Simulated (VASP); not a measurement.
Here is a VASP 6.6.1 calculation.

The input INCAR:

```
SYSTEM = TiSi2
PREC = Accurate
ENCUT = 400
EDIFF = 1E-6
ISMEAR = -1
SIGMA = 0.1689
LREAL = Auto
LASPH = .True.
NELM = 120
ALGO = Normal
ISIF = 2
LWAVE = .False.
LCHARG = .False.
GGA = PE
ISYM = -1
NBANDS = 75
GGA_COMPAT = .False.
```

Contents of KPOINTS:

```
explicit points
1
Reciprocal
  0.25000000   0.25000000   0.25000000 1
```

POSCAR

```
TiSi2
1.0
    6.6632510000      0.2460850000     -0.0945350000
    0.2460850000      6.4484990000     -0.0081680000
   -0.0945350000     -0.0081680000      6.7432540000
Ti Si
6 12
Direct
    0.4030512922      0.2381967600      0.8970918261
    0.5038509648      0.7793050616      0.7593138142
    0.2203937006      0.5198172234      0.5519624184
    0.7977450930      0.9262690482      0.3593452950
    0.0880484947      0.9733116341      0.7134565410
    0.1958475655      0.6721539031     -0.0084574001
    0.4873172991      0.9054263233      0.1356779773
    0.6184740257      0.5397158061      0.4385427037
    0.2326617254      0.8645503368      0.3608646988
    0.8768272762      0.7048887334      0.7038850083
    0.0776646300      0.1133417569      0.1063059172
    0.2548621430      0.3785760052      0.1903454329
    0.4095530310      0.1552294579      0.5122259980
    0.7919778887      0.8574029028      0.9877130383
    0.6141996679      0.5364533969      0.0567481392
    0.7178076224      0.2145654619      0.6539979829
    0.0121530091      0.3510719088      0.8391926865
    0.7318571091      0.2544744982      0.2620719403
```

Potentials or basis: VASP PAW PBE potentials, release 64 (Ti_sv, Si).

The run is started by

```sh
$ cat potpaw_PBE.64/Ti_sv/POTCAR potpaw_PBE.64/Si/POTCAR > POTCAR
$ mpirun -np 1 vasp_std > vasp.out
```

Question: What does it give for the pressure?

Answer: 3.4 GPa.

Question: Predict the largest force.

Answer: 3.654 eV/Å.

Stress tensor (GPa, compression positive):
```
1.94 2.87 2.75
2.87 5.73 1.85
2.75 1.85 2.61
```

Caveat: the atoms stand as in a frame of molecular dynamics.
